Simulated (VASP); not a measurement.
# WS2: single point with PBE+D3(BJ)

Slab: WS2, a slab with vacuum.

```xyz
3
Lattice="3.0960 0.0000 0.0000 -1.5480 2.6812 0.0000 0.0000 0.0000 32.2911" Properties=species:S:1:pos:R:3 pbc="T T T"
S     0.0000    1.7875   14.4877
S     0.0000    1.7875   17.8037
W     1.5480    0.8937   16.1457
```

```
Program             : VASP 6.6.1
Task                : single point
Functional          : PBE
Dispersion          : D3(BJ)
Potentials or basis : VASP PAW PBE potentials, release 64 (S, W_sv)
Cutoff              : 520 eV
k mesh              : 12 × 12 × 1
Occupations         : gaussian, width 0.02 eV
Spin                : no spin polarisation
```

```yaml
Largest_force: 1.094 eV/Å
Band_gap_on_the_k_mesh: 1.64 eV, indirect (least direct gap 2.37 eV)
Dispersion_energy_per_atom: -0.318 eV
```

Forces on the atoms (eV/Å):
```
S    0.000  0.000  1.094
S    0.000  0.000 -1.094
W    0.000  0.000  0.000
```

Levels at points of the mesh, in eV from the valence-band top:
```tsv
k point	band 11	band 12	band 13	band 14	band 15	band 16
(0.00, 0.00, 0.00)	-1.12	-1.12	-0.66	2.96	2.96	3.05
(0.50, 0.00, 0.00)	-2.56	-1.07	-0.90	3.29	3.30	3.89
```

It took 2.1 min on 1 thread of Intel(R) Xeon(R) Platinum 8488C (Sapphire Rapids), on a shared host, peak memory 0.41 GiB.

Caveat: spin-orbit coupling is left out, which moves the levels of the heavy elements.
